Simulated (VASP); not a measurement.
Runs of VASP 6.6.1 on MgS. The structure is that of space group Fmmm (No. 69), or close to it. The cells are those of the table. 

```csv
cell,gap on the mesh (eV),pressure (GPa)
"a = 3.820, b = 3.544, c = 3.690 Å, angles 63.7, 56.3, 60.0°, 2 atoms",2.39,4.1
"a = 3.511, b = 3.856, c = 3.695 Å, angles 55.4, 64.6, 60.0°, 2 atoms",2.41,6.1
"a = 3.446, b = 3.928, c = 3.711 Å, angles 53.5, 66.5, 60.0°, 2 atoms",(b),11.6
"a = 3.478, b = 3.892, c = 3.702 Å, angles 54.5, 65.5, 60.0°, 2 atoms",2.49,(a)
"a = 3.965, b = 3.415, c = 3.720 Å, angles 67.4, 52.6, 60.0°, 2 atoms",2.63,15.4
```

Alike in all rows: task single point; level PBE; potentials or basis VASP PAW PBE potentials, release 64 (Mg, S); no spin polarisation; k mesh 8 × 8 × 8; cutoff (eV) 520; smearing gaussian 0.05 eV.

**Question.** Fill in the values left out.

**Answer.** (a) 8.6; (b) 2.57.

A k mesh can miss the band edges.
